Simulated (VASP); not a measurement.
Crystal: BP.

```
CELL_PARAMETERS angstrom
0.00000 2.17758 2.30526
2.17758 0.00000 2.30526
2.17758 2.17758 0.00000
ATOMIC_POSITIONS crystal
B 0.00000 0.00000 0.00000
P 0.25000 0.25000 0.25000
```

This cell differs from its parent crystal: epitaxial xy strain -4.0%.

Base run:

```yaml
Program: VASP 6.6.1
Functional: r2SCAN
Potentials_or_basis: VASP PAW PBE potentials, release 64 (B, P)
Cutoff: 520 eV
k_mesh: 10 × 10 × 10
Occupations: gaussian, width 0.01 eV
Spin: no spin polarisation
```

Its results: band gap on the k mesh 0.89 eV (least direct gap 3.44 eV); pressure 11.9 GPa.

Q: The run is repeated on the same cell with these changes: functional from r2SCAN to HSE06; k mesh from 10 × 10 × 10 to 6 × 6 × 6. What comes out?

A: Band gap on the k mesh 1.50 eV (least direct gap 4.15 eV); pressure 10.4 GPa.

Several settings changed at once.

Caveats: the cell stands under pressure; the PAW data sets were made with another functional, which shifts forces and pressure a little.

A k mesh can miss the band edges.
